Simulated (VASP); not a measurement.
**Ta: relaxation of cell and atoms with PBE**

The system is Ta.

```
Ta
1.0
    -1.65128    1.65128    1.65128
     1.65128   -1.65128    1.65128
     1.65128    1.65128   -1.65128
Ta
1
Cartesian
  0.0000 0.0000 0.0000
```

```
Program                : VASP 6.6.1
Task                   : relaxation of cell and atoms
Functional             : PBE
Potentials or basis    : VASP PAW PBE potentials, release 64 (Ta_pv)
Cutoff                 : 600 eV
k mesh                 : 11 × 11 × 11
Occupations            : fermi-dirac, width 0.05 eV
Spin                   : no spin polarisation
Target pressure        : 20 GPa
Dipole correction      : no
Further INCAR settings : ALGO = Normal; EDIFF = 1e-07; IBRION = 2; EDIFFG = -0.01; NSW = 60; ISIF = 3
```

- Relaxed volume: 16.77 Å³/atom
- Relaxed cell: a = 2.793 Å, b = 2.793 Å, c = 2.793 Å, α = 109.47°, β = 109.47°, γ = 109.47°
- Space group after relaxing (to 0.05 Å): Im-3m (No. 229)
- Energy change on relaxing (the enthalpy is what falls): +83.5 meV/atom
- Ionic steps: 5
- Pressure after relaxing: 20.0 GPa

Step by step:
```
step  energy change (eV)  largest force (eV/Å)  pressure (GPa)  volume (Å³)
   1              0.0000                0.0000            2.73        18.01
   2              1.3245                0.0000          110.48        13.41
   3              0.0662                0.0000           17.58        16.92
   4              0.0805                0.0000           19.60        16.80
   5              0.0835                0.0000           20.00        16.77
```

Final structure:
```yaml
crystal:
  lattice:
    - [-1.61260, 1.61260, 1.61260]
    - [1.61260, -1.61260, 1.61260]
    - [1.61260, 1.61260, -1.61260]
  atoms:
    - { symbol: Ta, position: [0.00000, 0.00000, 0.00000] }
```

Levels at points of the mesh, in eV from the Fermi level:
```tsv
k point	band 1	band 2	band 3	band 4	band 5	band 6	band 7	band 8	band 9
(0.00, 0.00, 0.00)	-32.78	-32.78	-32.78	-8.18	0.73	0.73	0.73	4.26	4.26
```

Wall time 21 s on 1 thread of Intel(R) Xeon(R) Platinum 8488C (Sapphire Rapids), with other jobs on the host, peak memory 0.15 GiB.

Caveat: the cell is relaxed towards a set pressure, so the enthalpy falls and the energy may rise; spin-orbit coupling is left out, which moves the levels of the heavy elements.
